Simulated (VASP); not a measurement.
## KZnF3: single point with PBE

Crystal: KZnF3.

```
Zn K F
1.0
     3.96732    0.00000    0.00000
     0.00000    3.96732    0.00000
     0.00000    0.00000    3.96732
Zn K F
1 1 3
Direct
  0.50000 0.50000 0.50000
  0.00000 0.00000 0.00000
  0.50000 0.00000 0.50000
  0.00000 0.50000 0.50000
  0.50000 0.50000 0.00000
```

```json
{
  "Program": "VASP 6.6.1",
  "Task": "single point",
  "Functional": "PBE",
  "Potentials or basis": "VASP PAW PBE potentials, release 64 (Zn, K_sv, F)",
  "Cutoff": "520 eV",
  "k mesh": "7 × 7 × 7",
  "Occupations": "fermi-dirac, width 0.05 eV",
  "Spin": "no spin polarisation",
  "Dipole correction": "no",
  "Further INCAR settings": "ALGO = Normal; EDIFF = 1e-06; NBANDS = 29"
}
```

```json
{"Pressure": "11.6 GPa", "Band gap on the k mesh": "4.07 eV (least direct gap 6.18 eV)"}
```

Levels at points of the mesh, in eV from the valence-band top:
```
           k point  band 18  band 19  band 20  band 21  band 22  band 23  band 24  band 25
(0.00, 0.00, 0.00)    -2.37    -2.11    -2.11    -2.11     4.07     8.53     8.53     9.68
```

Wall time 58 s on 1 thread of Intel Xeon 8259CL, with other jobs on the host, peak memory 0.19 GiB.

Caveat: the cell stands under pressure; an odd mesh through Γ misses points on the zone boundary, where band edges can lie.
